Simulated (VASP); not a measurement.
# Ca3MgP2 (R32) in VASP: single point with PBE

Aim: the single point of Ca3MgP2 with PBE.

Everything below comes from runs of VASP 6.6.1. Logs are shortened: lines on timing, memory, paths and dates and some standing lists are left out, and cuts for length are marked.

### Step 1. The cell of the first run

It takes space group R32 (No. 155, trigonal). Conventional cell: a = 6.473 Å, b = 6.473 Å, c = 11.668 Å, α = 90.00°, β = 90.00°, γ = 120.00°. Ca (site symmetry 2) has 2 Mg at 2.89 Å and 4 P at 2.90 to 2.92 Å and 6 Ca at 3.71 to 3.80 Å within 3.8 Å. Within 3.8 Å of Mg (site symmetry 32) lie 6 Ca at 2.89 Å and 6 P at 3.74 Å. P (site symmetry 3) has 6 Ca at 2.90 to 2.92 Å and 3 Mg at 3.74 Å and 3 P at 3.74 Å within 3.8 Å.

### Step 2. Single point, PBE

INCAR

```
SYSTEM = Ca3MgP2
ALGO = Normal
EDIFF = 1E-6
ENCUT = 520
GGA = PE
ISIF = 2
ISMEAR = 0
LASPH = .TRUE.
LCHARG = .TRUE.
LELF = .TRUE.
LREAL = .FALSE.
LVHAR = .TRUE.
LWAVE = .FALSE.
NBANDS = 30
NELM = 60
PREC = Accurate
SIGMA = 0.1
```

KPOINTS

```
k-points
0
G
  3 3 3
  0 0 0
```

POSCAR

```
Ca3MgP2
1.0
    3.2366700300      1.8686923100      3.8892757600
   -3.2366700300      1.8686923100      3.8892757600
    0.0000000000     -3.7373846300      3.8892757600
Ca Mg P
3 1 2
Direct
    0.1612730000      0.8387270000      0.5000000000
    0.5000000000      0.1612730000      0.8387270000
    0.8387270000      0.5000000000      0.1612730000
    0.0000000000      0.0000000000      0.0000000000
    0.3349770000      0.3349770000      0.3349770000
    0.6650230000      0.6650230000      0.6650230000
```

Potentials or basis: VASP PAW PBE potentials, release 64 (Ca_sv, Mg, P).

On the command line:

```console
cat potpaw_PBE.64/Ca_sv/POTCAR potpaw_PBE.64/Mg/POTCAR potpaw_PBE.64/P/POTCAR > POTCAR
mpirun -np 1 vasp_std > vasp.out
```

OUTCAR:

```text
SYSTEM = Ca3MgP2
   EDIFF = 1E-6
   ENCUT = 520
   GGA = PE
   ISIF = 2
   ISMEAR = 0
   LASPH = .TRUE.
   LREAL = .FALSE.
   NELM = 60
   PREC = Accurate

 ion  position               nearest neighbor table
   1  0.161  0.839  0.500-   4 2.89   4 2.89   6 2.90   5 2.90   6 2.92   5 2.92
   2  0.500  0.161  0.839-   4 2.89   4 2.89   6 2.90   5 2.90   6 2.92   5 2.92
   3  0.839  0.500  0.161-   4 2.89   4 2.89   5 2.90   6 2.90   5 2.92   6 2.92
   4  0.000  0.000  0.000-   2 2.89   3 2.89   3 2.89   2 2.89   1 2.89   1 2.89
   5  0.335  0.335  0.335-   1 2.90   3 2.90   2 2.90   3 2.92   1 2.92   2 2.92
   6  0.665  0.665  0.665-   1 2.90   2 2.90   3 2.90   2 2.92   1 2.92   3 2.92

  LATTYP: Found a trigonal (rhomboedric) cell.
 ALAT       =     5.3939326813
 COS(alpha) =     0.2798618732

  Lattice vectors:

 A1 = (   3.2366700300,   1.8686923100,   3.8892757600)
 A2 = (  -3.2366700300,   1.8686923100,   3.8892757600)
 A3 = (   0.0000000000,  -3.7373846300,   3.8892757600)

Analysis of symmetry for initial positions (statically):
=====================================================================
 Subroutine PRICEL returns:
 Original cell was already a primitive cell.

 Routine SETGRP: Setting up the symmetry group for a
 trigonal (rhombohedral) supercell.

 Subroutine GETGRP returns: Found  6 space group operations
 (whereof  6 operations were pure point group operations)
 out of a pool of 12 trial point group operations.

The static configuration has the point symmetry D_3 .

Analysis of symmetry for dynamics (positions and initial velocities):
=====================================================================
 Subroutine PRICEL returns:
 Original cell was already a primitive cell.

 Routine SETGRP: Setting up the symmetry group for a
 trigonal (rhombohedral) supercell.

 Subroutine GETGRP returns: Found  6 space group operations
 (whereof  6 operations were pure point group operations)
 out of a pool of 12 trial point group operations.

The dynamic configuration has the point symmetry D_3 .

 Subroutine INISYM returns: Found  6 space group operations
 (whereof  6 operations are pure point group operations),
 and found     1 'primitive' translations

----------------------------------------------------------------------------------------

                                     Primitive cell

  volume of cell :     141.1420

  direct lattice vectors                    reciprocal lattice vectors
     3.236670030  1.868692310  3.889275760     0.154479757  0.089188929  0.085705760
    -3.236670030  1.868692310  3.889275760    -0.154479757  0.089188929  0.085705760
     0.000000000 -3.737384630  3.889275760     0.000000000 -0.178377859  0.085705759

  length of vectors
     5.393932681  5.393932681  5.393932685     0.197899312  0.197899312  0.197899312

  position of ions in fractional coordinates (direct lattice)
     0.161273000  0.838727000  0.500000000
     0.500000000  0.161273000  0.838727000
     0.838727000  0.500000000  0.161273000
     0.000000000  0.000000000  0.000000000
     0.334977000  0.334977000  0.334977000
     0.665023000  0.665023000  0.665023000

  ion indices of the primitive-cell ions
   primitive index   ion index
                 1           1
                 2           2
                 3           3
                 4           4
                 5           5
                 6           6

----------------------------------------------------------------------------------------

 KPOINTS: k-points

Automatic generation of k-mesh.
 Grid dimensions read from file:
 generate k-points for:    3    3    3

 Generating k-lattice:

  Cartesian coordinates                     Fractional coordinates (reciprocal lattice)
     0.051493252  0.029729643  0.028568587     0.333333333 -0.000000000  0.000000000
    -0.051493252  0.029729643  0.028568587    -0.000000000  0.333333333  0.000000000
     0.000000000 -0.059459286  0.028568586     0.000000000  0.000000000  0.333333333

  Length of vectors
     0.065966437  0.065966437  0.065966437

  Shift w.r.t. Gamma in fractional coordinates (k-lattice)
     0.000000000  0.000000000  0.000000000

 Subroutine IBZKPT returns following result:
 ===========================================

 Found      6 irreducible k-points:

 Following reciprocal coordinates:
            Coordinates               Weight
  0.000000  0.000000  0.000000      1.000000
  0.333333 -0.000000  0.000000      6.000000
  0.333333  0.333333  0.000000      6.000000
 -0.333333  0.333333  0.000000      6.000000
  0.333333  0.333333  0.333333      2.000000
 -0.333333  0.333333  0.333333      6.000000
   k-points           NKPTS =      6   k-points in BZ     NKDIM =      6   number of bands    NBANDS=     30
   number of dos      NEDOS =    301   number of ions     NIONS =      6
   total plane-waves  NPLWV =  64000
   dimension x,y,z NGX =    40 NGY =   40 NGZ =   40
   dimension x,y,z NGXF=    80 NGYF=   80 NGZF=   80
   ions per type =               3   1   2
   NGX,Y,Z   is equivalent  to a cutoff of  12.33, 12.33, 12.33 a.u.
   NGXF,Y,Z  is equivalent  to a cutoff of  24.66, 24.66, 24.66 a.u.
 SYSTEM =  Ca3MgP2
   PREC   = accura    normal or accurate (medium, high low for compatibility)
   ISTART =      0    job   : 0-new  1-cont  2-samecut
   ICHARG =      2    charge: 1-file 2-atom 10-const
   ISPIN  =      1    spin polarized calculation?
   LNONCOLLINEAR =      F non collinear calculations
   LSORBIT =      F    spin-orbit coupling
   LASPH  =      T    aspherical Exc in radial PAW
   ENCUT  =  520.0 eV  38.22 Ry    6.18 a.u.  10.03 10.03 10.03*2*pi/ulx,y,z
   NELM   =     60;   NELMIN=  2; NELMDL= -5     # of ELM steps
   EDIFF  = 0.1E-05   stopping-criterion for ELM
   LREAL  =      F    real-space projection
   EDIFFG = 0.1E-04   stopping-criterion for IOM
   NSW    =      0    number of steps for IOM
   IBRION =     -1    ionic relax: 0-MD 1-quasi-New 2-CG
   NFREE  =      0    steps in history (QN), initial steepest desc. (CG)
   ISIF   =      2    stress and relaxation
   ISYM   =      2    0-nonsym 1-usesym 2-fastsym
   POTIM  = 0.5000    time-step for ionic-motion
   TEBEG  =    0.0;   TEEND  =   0.0 temperature during run
   PSTRESS=    0.0 pullay stress
   NELECT =      42.0000    total number of electrons
   NUPDOWN=      -1.0000    fix difference up-down
   EMIN   =  10.00;   EMAX   =-10.00  energy-range for DOS
   EFERMI =   0.00;   METHOD = LEGACY
   ISMEAR =     0;   SIGMA  =   0.10  broadening in eV -4-tet -1-fermi 0-gaus
   EFERMI_NEDOS =   21; number of points for ismear=-14 and -15
   IALGO  =     38    algorithm
   IMIX   =      4    mixing-type and parameters
     AMIX     =   0.40;   BMIX     =  1.00
     AMIX_MAG =   1.60;   BMIX_MAG =  1.00
  volume/ion in A,a.u.               =      23.52       158.75
  Fermi-wavevector in a.u.,A,eV,Ry     =   1.092964  2.065402 16.253116  1.194570
  Thomas-Fermi vector in A             =   2.229240
   LORBIT       =      0    0 simple, 1 ext, 2 COOP (PROOUT), +10 PAW based schemes
   GGA     = PE    functional components
   LHFCALC =     F    Hartree Fock is set to
   AEXX    =    0.0000 exact exchange contribution
   IVDW    =     0    specifies the selected vdW correction
   LEPSILON=     F    determine dielectric tensor
   LRPA    =     F    only Hartree local field effects (RPA)
 non-spin polarized calculation
 Gauss-broadening in eV      SIGMA  =   0.10
  energy-cutoff  :      520.00
  volume of cell :      141.14
 maximum number of plane-waves:      3814
   NGX = 21   NGY = 21   NGZ = 21

 number of electron      41.9999992 magnetization

 Free energy of the ion-electron system (eV)
  ---------------------------------------------------
  ext. energy  EPLUGINS =         0.00000000
  ---------------------------------------------------
  free energy    TOTEN  =       -19.88467900 eV

  energy without entropy =      -19.88452690  energy(sigma->0) =      -19.88460295

 E-fermi :   4.1006     XC(G=0):  -9.2587

 val. band max:        3.8744734598   @ k =  -0.3333   0.3333   0.0000
 cond. band min:       4.3273765365   @ k =   0.3333   0.3333   0.0000
 fundamental gap:      0.4529030767
 Fermi energy:         4.1005532586

 k-point     1 :       0.0000    0.0000    0.0000
  band No.  band energies     occupation
      1     -36.6867      2.00000
      2     -36.6603      2.00000
      3     -36.6603      2.00000
      4     -17.9303      2.00000
      5     -17.8838      2.00000
      6     -17.8838      2.00000
[... 22 lines left out ...]
     29       8.5838      0.00000
     30       8.7141      0.00000

 k-point     2 :       0.3333   -0.0000    0.0000
  band No.  band energies     occupation
      1     -36.6797      2.00000
      2     -36.6665      2.00000
      3     -36.6608      2.00000
      4     -17.9381      2.00000
      5     -17.9017      2.00000
      6     -17.8571      2.00000
[... 22 lines left out ...]
     29       7.9680      0.00000
     30       8.4287      0.00000

 k-point     3 :       0.3333    0.3333    0.0000
  band No.  band energies     occupation
      1     -36.6778      2.00000
      2     -36.6657      2.00000
      3     -36.6632      2.00000
      4     -17.9530      2.00000
      5     -17.8939      2.00000
      6     -17.8538      2.00000
[... 22 lines left out ...]
     29       7.8294      0.00000
     30       8.4002      0.00000

 k-point     4 :      -0.3333    0.3333    0.0000
  band No.  band energies     occupation
      1     -36.6721      2.00000
      2     -36.6683      2.00000
      3     -36.6664      2.00000
      4     -17.9302      2.00000
      5     -17.9134      2.00000
      6     -17.8468      2.00000
[... 22 lines left out ...]
     29       8.0199      0.00000
     30       8.1241      0.00000

 k-point     5 :       0.3333    0.3333    0.3333
  band No.  band energies     occupation
      1     -36.6819      2.00000
      2     -36.6645      2.00000
      3     -36.6603      2.00000
      4     -17.9516      2.00000
      5     -17.8888      2.00000
      6     -17.8681      2.00000
[... 22 lines left out ...]
     29       7.6062      0.00000
     30       7.7794      0.00000

 k-point     6 :      -0.3333    0.3333    0.3333
  band No.  band energies     occupation
      1     -36.6745      2.00000
      2     -36.6682      2.00000
      3     -36.6640      2.00000
      4     -17.9576      2.00000
      5     -17.8943      2.00000
      6     -17.8573      2.00000
[... 22 lines left out ...]
     29       7.4944      0.00000
     30       8.2569      0.00000

------------------------ aborting loop because EDIFF is reached ----------------------------------------

  FORCE on cell =-STRESS in cart. coord.  units (eV):
  Direction    XX          YY          ZZ          XY          YZ          ZX
  --------------------------------------------------------------------------------------
  -------------------------------------------------------------------------------------
  Total        6.9518156      6.9518156      2.7385559      0.0000000     -0.0000000     -0.0000000
  in kB       78.9137377     78.9137378     31.0867974      0.0000000     -0.0000000     -0.0000000
  external PRESSURE =      62.9714243 kB  Pullay stress =       0.0000000 kB

 VOLUME and BASIS-vectors are now :
 -----------------------------------------------------------------------------
  energy-cutoff  :      520.00
  volume of cell :      141.14
      direct lattice vectors                 reciprocal lattice vectors
     3.236670030  1.868692310  3.889275760     0.154479757  0.089188929  0.085705760
    -3.236670030  1.868692310  3.889275760    -0.154479757  0.089188929  0.085705760
     0.000000000 -3.737384630  3.889275760     0.000000000 -0.178377859  0.085705759

 POSITION                                       TOTAL-FORCE (eV/Angst)
 -----------------------------------------------------------------------------------
     -2.19270     -0.00000      5.83391         1.100804     -0.000000     -0.000000
      1.09635     -1.89893      5.83391        -0.550402      0.953324     -0.000000
      1.09635      1.89893      5.83391        -0.550402     -0.953324     -0.000000
      0.00000      0.00000      0.00000         0.000000     -0.000000     -0.000000
      0.00000     -0.00000      3.90845         0.000000      0.000000     -0.435952
      0.00000     -0.00000      7.75937         0.000000     -0.000000      0.435952
 -----------------------------------------------------------------------------------
    total drift:                               -0.000000     -0.000000     -0.000000

  FREE ENERGIE OF THE ION-ELECTRON SYSTEM (eV)
  ---------------------------------------------------
  free  energy   TOTEN  =       -19.8846789963 eV

  energy  without entropy=      -19.8845269008  energy(sigma->0) =      -19.88460295
```

It took 14 s on 1 thread of Intel Xeon 6975P-C (Granite Rapids), shared host; peak memory 0.25 GiB.

What came out:

```yaml
Free_energy: -19.8847 eV
Pressure: 6.3 GPa
Largest_force: 1.101 eV/Å
Band_gap_on_the_k_mesh: 0.45 eV, indirect (least direct gap 0.75 eV)
```

Forces on the atoms (eV/Å):
```
Ca   1.101  0.000  0.000
Ca  -0.550  0.953  0.000
Ca  -0.550 -0.953  0.000
Mg   0.000  0.000  0.000
P    0.000  0.000 -0.436
P    0.000  0.000  0.436
```

Stress tensor (GPa, compression positive):
```
7.89 0.00 0.00
0.00 7.89 0.00
0.00 0.00 3.11
```

Caveat: forces of over 1 eV/Å act on the atoms, so gaps and moduli don't describe the material at rest. Expect the measured gap to be larger: semilocal functionals such as PBE lack the derivative discontinuity.
